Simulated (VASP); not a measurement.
The system is WS2.

```
CELL_PARAMETERS angstrom
1.58589 0.91561 6.23747
-1.58589 0.91561 6.23747
0.00000 -1.83122 6.23747
ATOMIC_POSITIONS crystal
W 0.99999 0.99999 0.99999
S 0.41680 0.41680 0.41680
S 0.24988 0.24988 0.24988
```

Base run:

```yaml
Program: VASP 6.6.1
Functional: PBE
Potentials_or_basis: VASP PAW PBE potentials, release 64 (W_sv, S)
Cutoff: 520 eV
k_mesh: 8 × 8 × 8
Occupations: gaussian, width 0.01 eV
Spin: no spin polarisation
```

Its results: band gap on the k mesh 1.24 eV (least direct gap 2.26 eV); pressure 3.2 GPa; largest force 0.197 eV/Å.

Q: The run is repeated on the same cell with these changes: k mesh from 8 × 8 × 8 to 4 × 4 × 4; further incar settings from ALGO = Normal; EDIFF = 1e-06; NBANDS = 20 to ALGO = Normal; EDIFF = 1e-07; NBANDS = 20. What comes out?

A: Band gap on the k mesh 1.42 eV (least direct gap 2.30 eV); pressure 2.8 GPa; largest force 0.138 eV/Å.

Caveats: some runs use coarse meshes; spin-orbit coupling is left out, which moves the levels of the heavy elements; the cell stands under pressure (at least some runs).

A k mesh can miss the band edges.
